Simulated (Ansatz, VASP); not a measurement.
# Hf in VASP and in Ansatz

File INCAR:

```
PREC     = Accurate       # precision mode
ENCUT    = 520            # plane-wave cutoff, eV
EDIFF    = 1E-7           # SCF threshold, eV
ISMEAR   = -1             # smearing method
SIGMA    = 0.08           # smearing width, eV
LREAL    = F              # projectors in reciprocal space
LASPH    = T              # aspherical terms in the spheres
NELM     = 80             # most SCF steps
ALGO     = Normal         # electronic algorithm
ISIF     = 2              # what is computed and relaxed
LWAVE    = F              # write WAVECAR
LCHARG   = T              # write CHGCAR
GGA      = PE             # functional
LELF     = T              # ELF
LVHAR    = T            
NBANDS   = 11             # bands
```

KPOINTS

```
Automatic mesh
0
Gamma
  16 16 16
```

Contents of POSCAR:

```
Hf
1.0
   -1.7898312156      1.7898312156      1.7898312156
    1.7898312156     -1.7898312156      1.7898312156
    1.7898312156      1.7898312156     -1.7898312156
Hf
1
Direct
    0.0000000000      0.0000000000      0.0000000000
```

Input for Ansatz:

```yaml
crystal:
  lattice:
    - [-1.7898312156, 1.7898312156, 1.7898312156]
    - [1.7898312156, -1.7898312156, 1.7898312156]
    - [1.7898312156, 1.7898312156, -1.7898312156]
  atoms:
    - { symbol: Hf, position: [0.0, 0.0, 0.0] }
kpoints:
  mp_grid: { grid: [16, 16, 16] }
scf:
  occupations: { method: fermi_dirac, width: 0.08 }
hamiltonian:
  xc: pbe
  pseudopotentials: { kind: all_electron, lapw: { basis_error: 0.001 } }
output:
  forces: true
  stress: true
  eigenvalues: true
```

Change from the starting cell: volume scaled by 0.975.

Alike in both runs: task single point; functional PBE; k mesh 16 × 16 × 16; occupations fermi-dirac, width 0.08 eV; no spin polarisation.

```csv
,VASP,Ansatz
version,VASP 6.6.1,Ansatz 0.2.0
potentials or method,"VASP PAW PBE potentials, release 64 (Hf_pv), cutoff 520 eV","all-electron LAPW, scalar-relativistic"
```

Ansatz gave:

| Item | Value |
| --- | --- |
| pressure (GPa) | -2.6 |

Question: Which values does VASP return?

Answer: Pressure (GPa): -2.9.

Ansatz ran all-electron here, and VASP with PAW potentials.

Neither program's run includes spin-orbit coupling.
